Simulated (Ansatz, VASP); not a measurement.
# Two plane-wave programs on Au

```
CELL_PARAMETERS angstrom
2.92768 0.00000 0.00000
-1.46384 2.53545 0.00000
0.00000 0.00000 14.53895
ATOMIC_POSITIONS crystal
Au 0.00000 0.00000 0.99968
Au 0.33333 0.66667 0.16608
Au 0.00000 0.00000 0.33333
Au 0.33333 0.66667 0.50059
Au 0.00000 0.00000 0.66699
Au 0.66667 0.33333 0.83333
```

Alike in both runs: functional PBE; k mesh 18 × 18 × 4; occupations gaussian, width 0.1 eV; no spin polarisation.

Ansatz relaxed the structure, and its values are those at the end. VASP's run is a single point on that final structure, the one shown.

```csv
,VASP,Ansatz
version,VASP 6.6.1,Ansatz 0.2.0
potentials or method,"VASP PAW PBE potentials, release 64 (Au), cutoff 520 eV","scalar-relativistic, plane waves, PAW"
valence electrons in the cell,66,114
```

```tsv
	VASP	Ansatz	Ansatz less VASP
gap on the k mesh at the Fermi level (eV)	none	none	-
pressure (GPa)	-0.2	0.0	+0.20
```

A gap of «none» marks a metal or a gap that the smearing closes. VASP's potentials hold 66 valence electrons a cell and Ansatz's 114, so a difference there can come from the potentials and not from the codes.

Neither program's run includes spin-orbit coupling.
